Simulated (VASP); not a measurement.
Wanted: the native input for a VASP 6.6.1 run.

- Task: single point
- Functional: PBEsol
- Potentials or basis: VASP PAW PBE potentials, release 64 (Te, Cd)
- Cutoff: 520 eV
- k mesh: 5 × 5 × 5
- Occupations: fermi-dirac, width 0.025 eV
- Spin: non-collinear spin, zero start, spin-orbit coupling
- Starting moments: [[0.0, 0.0, 0.0], [0.0, 0.0, 0.0]] μB
- Dipole correction: no
- Further INCAR settings: ALGO = Normal; EDIFF = 1e-06; NBANDS = 30

The structure of CdTe lies in POSCAR:

```
CdTe
1.0
    0.0000000000      2.9752584423      2.9752584423
    2.9752584423      0.0000000000      2.9752584423
    2.9752584423      2.9752584423      0.0000000000
Te Cd
1 1
Direct
    0.7500000000      0.7500000000      0.7500000000
    0.0000000000      0.0000000000      0.0000000000
```

This cell differs from its parent crystal: volume scaled by 0.8.

The input as run:

INCAR

```
SYSTEM = CdTe
ALGO = Normal
EDIFF = 1E-6
ENCUT = 520
GGA = PS
GGA_COMPAT = .False.
ISIF = 2
ISMEAR = -1
LASPH = .True.
LCHARG = .False.
LORBIT = 11
LORBMOM = .True.
LREAL = .False.
LSORBIT = .True.
LWAVE = .False.
MAGMOM = 0 0 0 0 0 0
NBANDS = 30
NELM = 150
PREC = Accurate
SIGMA = 0.025
```

KPOINTS

```
k-points
0
Gamma
  5 5 5
  0 0 0
```

Potentials or basis: VASP PAW PBE potentials, release 64 (Te, Cd).

Run with:

```bash
$ cat potpaw_PBE.64/Te/POTCAR potpaw_PBE.64/Cd/POTCAR > POTCAR
$ mpirun -np 1 vasp_ncl > vasp.out
```

Results of the run:

```yaml
Pressure: 20.7 GPa
Net_moment: 0.00 μB per cell
Valence_electrons_inside_the_program's_atomic_spheres: Te 3.59; Cd 10.57
```

Caveat: the k points lie up to 0.37 Å⁻¹ apart; the PAW data sets were made with another functional, which shifts forces and pressure a little.

Run time: 26 s on 1 thread of Intel(R) Xeon(R) 6975P-C (Granite Rapids), on a shared host, peak memory 0.31 GiB.
